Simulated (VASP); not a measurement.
# Zn (P6_3/mmc) in VASP: a series of runs

Runs on Zn. Level: PBE. Tasks: single point.

Everything below comes from runs of VASP 6.6.1. Logs are shortened: lines on timing, memory, paths and dates and some standing lists are left out, and cuts for length are marked.

### 1 The cell of the first run

Symmetry: P6_3/mmc, No. 194, hexagonal system. Conventional cell: a = 2.688 Å, b = 2.688 Å, c = 4.999 Å, α = 90.00°, β = 90.00°, γ = 120.00°. Zn (site symmetry -6m2) has 12 Zn at 2.69 to 2.94 Å within 3.5 Å.

### 2 Single point, PBE

Contents of INCAR:

```
SYSTEM = Zn
  ALGO = Normal
  EDIFF = 1E-7
  ENCUT = 520
  GGA = PE
  ISIF = 2
  ISMEAR = 1
  LASPH = .True.
  LCHARG = .True.
  LELF = .True.
  LREAL = .False.
  LVHAR = .True.
  LWAVE = .False.
  NBANDS = 19
  NELM = 100
  PREC = Accurate
  SIGMA = 0.05
```

Contents of KPOINTS:

```
k-points
0
Gamma
  14 14 7
  0 0 0
```

Contents of POSCAR:

```
Zn
1.0
    2.6876826345      0.0000000000      0.0000000000
   -1.3438413173      2.3276014407      0.0000000000
    0.0000000000      0.0000000000      4.9988883757
Zn
2
Direct
    0.3333333333      0.6666666667      0.2500000000
    0.6666666667      0.3333333333      0.7500000000
```

Potentials or basis: VASP PAW PBE potentials, release 64 (Zn).

The run is started by

```bash
cat potpaw_PBE.64/Zn/POTCAR > POTCAR
mpirun -np 1 vasp_std > vasp.out
```

OUTCAR:

```text
SYSTEM = Zn
   EDIFF = 1E-7
   ENCUT = 520
   GGA = PE
   ISIF = 2
   ISMEAR = 1
   LASPH = .True.
   LREAL = .False.
   NELM = 100
   PREC = Accurate

 ion  position               nearest neighbor table
   1  0.333  0.667  0.250-   2 2.94   2 2.94   2 2.94   2 2.94   2 2.94   2 2.94
   2  0.667  0.333  0.750-   1 2.94   1 2.94   1 2.94   1 2.94   1 2.94   1 2.94

  LATTYP: Found a hexagonal cell.
 ALAT       =     2.6876826345
 C/A-ratio  =     1.8599250937

  Lattice vectors:

 A1 = (   2.6876826345,   0.0000000000,   0.0000000000)
 A2 = (  -1.3438413173,   2.3276014407,   0.0000000000)
 A3 = (   0.0000000000,   0.0000000000,   4.9988883757)

Analysis of symmetry for initial positions (statically):
=====================================================================
 Subroutine PRICEL returns:
 Original cell was already a primitive cell.

 Routine SETGRP: Setting up the symmetry group for a
 hexagonal supercell.

 Subroutine GETGRP returns: Found 24 space group operations
 (whereof 12 operations were pure point group operations)
 out of a pool of 24 trial point group operations.

The static configuration has the point symmetry D_3d.
 The point group associated with its full space group is D_6h.

Analysis of symmetry for dynamics (positions and initial velocities):
=====================================================================
 Subroutine PRICEL returns:
 Original cell was already a primitive cell.

 Routine SETGRP: Setting up the symmetry group for a
 hexagonal supercell.

 Subroutine GETGRP returns: Found 24 space group operations
 (whereof 12 operations were pure point group operations)
 out of a pool of 24 trial point group operations.

The dynamic configuration has the point symmetry D_3d.
 The point group associated with its full space group is D_6h.

 Subroutine INISYM returns: Found 24 space group operations
 (whereof 12 operations are pure point group operations),
 and found     1 'primitive' translations

----------------------------------------------------------------------------------------

                                     Primitive cell

  volume of cell :      31.2723

  direct lattice vectors                    reciprocal lattice vectors
     2.687682634  0.000000000  0.000000000     0.372067739  0.214813409  0.000000000
    -1.343841317  2.327601441  0.000000000     0.000000000  0.429626818  0.000000000
     0.000000000  0.000000000  4.998888376     0.000000000  0.000000000  0.200044475

  length of vectors
     2.687682634  2.687682636  4.998888376     0.429626818  0.429626818  0.200044475

  position of ions in fractional coordinates (direct lattice)
     0.333333333  0.666666667  0.250000000
     0.666666667  0.333333333  0.750000000

  ion indices of the primitive-cell ions
   primitive index   ion index
                 1           1
                 2           2

----------------------------------------------------------------------------------------

 KPOINTS: k-points

Automatic generation of k-mesh.
 Grid dimensions read from file:
 generate k-points for:   14   14    7

 Generating k-lattice:

  Cartesian coordinates                     Fractional coordinates (reciprocal lattice)
     0.026576267  0.015343815  0.000000000     0.071428571  0.000000000  0.000000000
     0.000000000  0.030687630  0.000000000     0.000000000  0.071428571  0.000000000
     0.000000000  0.000000000  0.028577782     0.000000000  0.000000000  0.142857143

  Length of vectors
     0.030687630  0.030687630  0.028577782

  Shift w.r.t. Gamma in fractional coordinates (k-lattice)
     0.000000000  0.000000000  0.000000000

 Subroutine IBZKPT returns following result:
 ===========================================

 Found     96 irreducible k-points:

 Following reciprocal coordinates:
            Coordinates               Weight
  0.000000  0.000000  0.000000      1.000000
  0.071429  0.000000  0.000000      6.000000
  0.142857  0.000000  0.000000      6.000000
  0.214286  0.000000  0.000000      6.000000
  0.285714  0.000000  0.000000      6.000000
  0.357143 -0.000000  0.000000      6.000000
[... 16 lines left out ...]
  0.285714  0.285714  0.000000      6.000000
  0.357143  0.285714  0.000000      6.000000
 [... further k-points ...]
   k-points           NKPTS =     96   k-points in BZ     NKDIM =     96   number of bands    NBANDS=     19
   number of dos      NEDOS =    301   number of ions     NIONS =      2
   total plane-waves  NPLWV =  16000
   dimension x,y,z NGX =    20 NGY =   20 NGZ =   40
   dimension x,y,z NGXF=    40 NGYF=   40 NGZF=   80
   ions per type =               2
   NGX,Y,Z   is equivalent  to a cutoff of  12.37, 12.37, 13.30 a.u.
   NGXF,Y,Z  is equivalent  to a cutoff of  24.74, 24.74, 26.61 a.u.
 SYSTEM =  Zn
   PREC   = accura    normal or accurate (medium, high low for compatibility)
   ISTART =      0    job   : 0-new  1-cont  2-samecut
   ICHARG =      2    charge: 1-file 2-atom 10-const
   ISPIN  =      1    spin polarized calculation?
   LNONCOLLINEAR =      F non collinear calculations
   LSORBIT =      F    spin-orbit coupling
   LASPH  =      T    aspherical Exc in radial PAW
   ENCUT  =  520.0 eV  38.22 Ry    6.18 a.u.   5.00  5.00  9.29*2*pi/ulx,y,z
   NELM   =    100;   NELMIN=  2; NELMDL= -5     # of ELM steps
   EDIFF  = 0.1E-06   stopping-criterion for ELM
   LREAL  =      F    real-space projection
   EDIFFG = 0.1E-05   stopping-criterion for IOM
   NSW    =      0    number of steps for IOM
   IBRION =     -1    ionic relax: 0-MD 1-quasi-New 2-CG
   NFREE  =      0    steps in history (QN), initial steepest desc. (CG)
   ISIF   =      2    stress and relaxation
   ISYM   =      2    0-nonsym 1-usesym 2-fastsym
   POTIM  = 0.5000    time-step for ionic-motion
   TEBEG  =    0.0;   TEEND  =   0.0 temperature during run
   PSTRESS=    0.0 pullay stress
   NELECT =      24.0000    total number of electrons
   NUPDOWN=      -1.0000    fix difference up-down
   EMIN   =  10.00;   EMAX   =-10.00  energy-range for DOS
   EFERMI =   0.00;   METHOD = LEGACY
   ISMEAR =     1;   SIGMA  =   0.05  broadening in eV -4-tet -1-fermi 0-gaus
   EFERMI_NEDOS =   21; number of points for ismear=-14 and -15
   IALGO  =     38    algorithm
   IMIX   =      4    mixing-type and parameters
     AMIX     =   0.40;   BMIX     =  1.00
     AMIX_MAG =   1.60;   BMIX_MAG =  1.00
  volume/ion in A,a.u.               =      15.64       105.52
  Fermi-wavevector in a.u.,A,eV,Ry     =   1.498851  2.832418 30.566242  2.246555
  Thomas-Fermi vector in A             =   2.610557
   LORBIT       =      0    0 simple, 1 ext, 2 COOP (PROOUT), +10 PAW based schemes
   GGA     = PE    functional components
   LHFCALC =     F    Hartree Fock is set to
   AEXX    =    0.0000 exact exchange contribution
   IVDW    =     0    specifies the selected vdW correction
   LEPSILON=     F    determine dielectric tensor
   LRPA    =     F    only Hartree local field effects (RPA)
 non-spin polarized calculation
 Methfessel and Paxton  Order N= 1 SIGMA  =   0.05
  energy-cutoff  :      520.00
  volume of cell :       31.27
 maximum number of plane-waves:       859
 NGX is ok and might be reduce to    20
   NGX =  9   NGY =  9   NGZ = 19

 number of electron      24.0000003 magnetization

 Free energy of the ion-electron system (eV)
  ---------------------------------------------------
  ext. energy  EPLUGINS =         0.00000000
  ---------------------------------------------------
  free energy    TOTEN  =        -2.19989966 eV

  energy without entropy =       -2.19968649  energy(sigma->0) =       -2.19982860

 E-fermi :   2.8769     XC(G=0): -11.4083

 val. band max:        2.8683944638   @ k =   0.3571   0.1429   0.1429
 cond. band min:       2.8926695513   @ k =   0.2143   0.1429   0.0000
 fundamental gap:      0.0242750875
 Fermi energy:         2.8769060129

 k-point     1 :       0.0000    0.0000    0.0000
  band No.  band energies     occupation
      1      -7.2670      2.00000
      2      -5.5712      2.00000
      3      -4.9183      2.00000
      4      -4.6967      2.00000
      5      -4.6967      2.00000
      6      -4.6501      2.00000
[... 11 lines left out ...]
     18      21.6591      0.00000
     19      21.6591      0.00000

 k-point     2 :       0.0714    0.0000    0.0000
  band No.  band energies     occupation
      1      -7.1184      2.00000
      2      -5.5088      2.00000
      3      -4.9038      2.00000
      4      -4.7105      2.00000
      5      -4.6651      2.00000
      6      -4.6629      2.00000
[... 11 lines left out ...]
     18      20.7052      0.00000
     19      22.6998      0.00000

 k-point     3 :       0.1429    0.0000    0.0000
  band No.  band energies     occupation
      1      -6.6829      2.00000
      2      -5.3517      2.00000
      3      -4.8772      2.00000
      4      -4.7387      2.00000
      5      -4.6777      2.00000
      6      -4.5668      2.00000
[... 11 lines left out ...]
     18      19.5016      0.00000
     19      20.9307      0.00000

 k-point     4 :       0.2143    0.0000    0.0000
  band No.  band energies     occupation
      1      -6.0211      2.00000
      2      -5.2112      2.00000
      3      -4.8401      2.00000
      4      -4.7591      2.00000
      5      -4.7013      2.00000
      6      -4.5723      2.00000
[... 11 lines left out ...]
     18      18.4368      0.00000
     19      18.6693      0.00000

 k-point     5 :       0.2857    0.0000    0.0000
  band No.  band energies     occupation
      1      -5.4440      2.00000
      2      -5.2103      2.00000
      3      -4.8958      2.00000
      4      -4.7502      2.00000
      5      -4.6151      2.00000
      6      -4.5506      2.00000
[... 11 lines left out ...]
     18      17.7856      0.00000
     19      19.1908      0.00000
[... 334 lines left out ...]
      2      -5.0428      2.00000
      3      -4.9610      2.00000
      4      -4.7215      2.00000
      5      -4.6280      2.00000
      6      -4.5783      2.00000
[... 11 lines left out ...]
     18      12.4740      0.00000
     19      14.0820      0.00000

 k-point    22 :       0.3571    0.2143    0.0000
  band No.  band energies     occupation
      1      -5.0822      2.00000
      2      -5.0661      2.00000
      3      -4.9737      2.00000
      4      -4.7046      2.00000
      5      -4.6495      2.00000
      6      -4.5552      2.00000
[... 11 lines left out ...]
     18      12.1663      0.00000
     19      13.7490      0.00000

 k-point    23 :       0.2857    0.2857    0.0000
  band No.  band energies     occupation
      1      -5.0389      2.00000
      2      -4.9498      2.00000
      3      -4.8952      2.00000
      4      -4.7297      2.00000
      5      -4.6581      2.00000
      6      -4.6448      2.00000
[... 11 lines left out ...]
     18      10.6444      0.00000
     19      12.4420      0.00000

 k-point    24 :       0.3571    0.2857    0.0000
  band No.  band energies     occupation
      1      -5.0335      2.00000
      2      -4.9178      2.00000
      3      -4.8584      2.00000
      4      -4.7081      2.00000
      5      -4.6973      2.00000
      6      -4.6959      2.00000
[... 11 lines left out ...]
     18       9.9393      0.00000
     19      11.9937      0.00000

 [... further k-points ...]
[... 5 lines left out ...]
  --------------------------------------------------------------------------------------
  -------------------------------------------------------------------------------------
  Total       -0.2964719     -0.2964719     -0.5087658      0.0000000      0.0000000      0.0000000
  in kB      -15.1891730    -15.1891730    -26.0656439      0.0000000      0.0000000      0.0000000
  external PRESSURE =     -18.8146633 kB  Pullay stress =       0.0000000 kB

 VOLUME and BASIS-vectors are now :
 -----------------------------------------------------------------------------
  energy-cutoff  :      520.00
  volume of cell :       31.27
      direct lattice vectors                 reciprocal lattice vectors
     2.687682634  0.000000000  0.000000000     0.372067739  0.214813409  0.000000000
    -1.343841317  2.327601441  0.000000000     0.000000000  0.429626818  0.000000000
     0.000000000  0.000000000  4.998888376     0.000000000  0.000000000  0.200044475

 POSITION                                       TOTAL-FORCE (eV/Angst)
 -----------------------------------------------------------------------------------
     -0.00000      1.55173      1.24972         0.000000     -0.000000      0.000000
      1.34384      0.77587      3.74917        -0.000000      0.000000      0.000000
 -----------------------------------------------------------------------------------
    total drift:                                0.000000     -0.000000      0.000000

  FREE ENERGIE OF THE ION-ELECTRON SYSTEM (eV)
  ---------------------------------------------------
  free  energy   TOTEN  =        -2.1998996619 eV

  energy  without entropy=       -2.1996864907  energy(sigma->0) =       -2.19982860
```

It took 19 s on 1 thread of Intel Xeon 6975P-C (Granite Rapids), shared host; peak memory 0.17 GiB.

Results:

- Free energy: -2.1999 eV
- Pressure: -1.9 GPa
- Band gap on the k mesh: zero (band 12 reaches 4.31 eV, above the bottom of band 13 at -0.16 eV)

Levels at points of the mesh, in eV from the Fermi level:
| k point | band 9 | band 10 | band 11 | band 12 | band 13 | band 14 | band 15 | band 16 |
| --- | --- | --- | --- | --- | --- | --- | --- | --- |
| (0.00, 0.00, 0.00) | -7.22 | -7.02 | -7.02 | -3.46 | -3.04 | 13.35 | 16.96 | 17.14 |
| (0.50, 0.00, 0.00) | -6.85 | -6.83 | -2.71 | -2.10 | 2.58 | 3.55 | 3.95 | 5.68 |

### 3 Single point, PBE

This run uses another cell than the first one, of 15.94 Å³/atom, 1.020 times its volume.

Contents of INCAR:

```
PREC     = Accurate       # precision mode
ENCUT    = 520            # plane-wave cutoff, eV
EDIFF    = 1E-7           # SCF threshold, eV
ISMEAR   = 1              # smearing method
SIGMA    = 0.05           # smearing width, eV
LREAL    = F              # projectors in reciprocal space
LASPH    = T              # aspherical terms in the spheres
NELM     = 100            # most SCF steps
ALGO     = Normal         # electronic algorithm
ISIF     = 2              # what is computed and relaxed
LWAVE    = F              # write WAVECAR
LCHARG   = F              # write CHGCAR
GGA      = PE             # functional
NBANDS   = 19             # bands
```

Contents of KPOINTS:

```
Automatic mesh
0
Gamma
  14 14 7
```

Contents of POSCAR:

```
Zn
1.0
    2.7051356082      0.0000000000      0.0000000000
   -1.3525678041      2.3427161593      0.0000000000
    0.0000000000      0.0000000000      5.0313495994
Zn
2
Direct
    0.3333333333      0.6666666667      0.2500000000
    0.6666666667      0.3333333333      0.7500000000
```

Potentials or basis: VASP PAW PBE potentials, release 64 (Zn).

The run is started by

```bash
cat potpaw_PBE.64/Zn/POTCAR > POTCAR
mpirun -np 1 vasp_std > vasp.out
```

Run time: 20 s. Hardware: 1 thread of Intel Xeon 6975P-C (Granite Rapids), shared host; peak memory 0.17 GiB.

It converged, with:

```
Free energy            : -2.1904 eV
Pressure               : -3.0 GPa
Band gap on the k mesh : zero (band 12 reaches 4.15 eV, above the bottom of band 13 at -0.31 eV)
```

Stress tensor (GPa, compression positive):
```
-2.96  0.00  0.00
 0.00 -2.96  0.00
 0.00  0.00 -3.18
```

Levels at points of the mesh, in eV from the Fermi level:
```
           k point  band 9  band 10  band 11  band 12  band 13  band 14  band 15  band 16
(0.00, 0.00, 0.00)   -7.20    -7.01    -7.01    -3.38    -3.07    13.16    16.75    16.87
(0.50, 0.00, 0.00)   -6.84    -6.82    -2.66    -2.11     2.52     3.52     3.82     5.62
```

### 4 Single point, PBE

This run uses another cell than the first one, of 16.25 Å³/atom, 1.039 times its volume.

Contents of INCAR:

```
PREC     = Accurate       # precision mode
ENCUT    = 520            # plane-wave cutoff, eV
EDIFF    = 1E-6           # SCF threshold, eV
ISMEAR   = 1              # smearing method
SIGMA    = 0.05           # smearing width, eV
LREAL    = False          # projectors in reciprocal space
LASPH    = True           # aspherical terms in the spheres
NELM     = 60             # most SCF steps
ALGO     = Normal         # electronic algorithm
ISIF     = 2              # what is computed and relaxed
LWAVE    = False          # write WAVECAR
LCHARG   = False          # write CHGCAR
GGA      = PE             # functional
NBANDS   = 19             # bands
```

KPOINTS is that of step 3.

Contents of POSCAR:

```
Zn
1.0
    2.7223662359      0.0000000000      0.0000000000
   -1.3611831179      2.3576383206      0.0000000000
    0.0000000000      0.0000000000      5.0633972761
Zn
2
Direct
    0.3333333333      0.6666666667      0.2500000000
    0.6666666667      0.3333333333      0.7500000000
```

The run is started by

```bash
cat potpaw_PBE.64/Zn/POTCAR > POTCAR
mpirun -np 1 vasp_std > vasp.out
```

It took 16 s on 1 thread of Intel Xeon 6975P-C (Granite Rapids), shared host; peak memory 0.17 GiB.

Results (log left out):

| Property | Result |
| --- | --- |
| Free energy | -2.1769 eV |
| Pressure | -4.0 GPa |
| Band gap on the k mesh | zero (band 12 reaches 4.01 eV, above the bottom of band 13 at -0.45 eV) |

Stress tensor (GPa, compression positive):
```
-4.26  0.00  0.00
 0.00 -4.26  0.00
 0.00  0.00 -3.53
```

Levels at points of the mesh, in eV from the Fermi level:
```csv
k point,band 8,band 9,band 10,band 11,band 12,band 13,band 14,band 15,band 16,band 17
"(0.00, 0.00, 0.00)",-7.17,-7.17,-6.99,-6.99,-3.30,-3.09,12.98,16.55,16.62,16.62
"(0.50, 0.00, 0.00)",-7.00,-6.83,-6.81,-2.61,-2.11,2.47,3.49,3.69,5.56,9.76
```

### 5 The runs side by side

```tsv
cell	gap on the mesh (eV)	pressure (GPa)
a = 2.688, b = 2.688, c = 4.999 Å, angles 90.0, 90.0, 120.0°, 2 atoms	none	-1.9
a = 2.705, b = 2.705, c = 5.031 Å, angles 90.0, 90.0, 120.0°, 2 atoms	none	-3.0
a = 2.722, b = 2.722, c = 5.063 Å, angles 90.0, 90.0, 120.0°, 2 atoms	none	-4.0
```

Alike in all rows: task single point; level PBE; potentials or basis VASP PAW PBE potentials, release 64 (Zn); no spin polarisation; k mesh 14 × 14 × 7; cutoff (eV) 520; smearing methfessel-paxton 0.05 eV.

Absolute energies hang on the potentials; compare differences alone.
